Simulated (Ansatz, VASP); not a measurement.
# LiBiCl6 in VASP and in Ansatz

```
CELL_PARAMETERS angstrom
0.00000 5.25300 5.25300
5.25300 0.00000 5.25300
5.25300 5.25300 0.00000
ATOMIC_POSITIONS crystal
Li 0.00000 0.00000 0.00000
Bi 0.50000 0.50000 0.50000
Cl 0.75000 0.25000 0.25000
Cl 0.25000 0.75000 0.75000
Cl 0.25000 0.75000 0.25000
Cl 0.75000 0.25000 0.75000
Cl 0.25000 0.25000 0.75000
Cl 0.75000 0.75000 0.25000
```

Alike in both runs: task relaxation of cell and atoms; functional PBE; k mesh 6 × 6 × 6; occupations gaussian, width 0.1 eV; no spin polarisation.

|  | VASP | Ansatz |
| --- | --- | --- |
| version | VASP 6.6.1 | Ansatz 0.2.0 |
| potentials or method | VASP PAW PBE potentials, release 64 (Li_sv, Bi_d, Cl), cutoff 600 eV | scalar-relativistic, plane waves, PAW |
| valence electrons in the cell | 60 | 60 |

|  | VASP | Ansatz | Ansatz less VASP |
| --- | --- | --- | --- |
| gap on the k mesh at the Fermi level, each at its own relaxed structure (eV) | none | none | - |
| relaxed volume (Å³/atom) | 34.27 | 34.32 | +0.059 |
| relaxed cell length with the largest relative difference (Å) | 7.292 | 7.296 | +0.0042 |

A gap of «none» marks a metal or a gap that the smearing closes.

Neither program's run includes spin-orbit coupling. Noted on VASP's run: the cutoff is short for stress, so the pressure is rough.
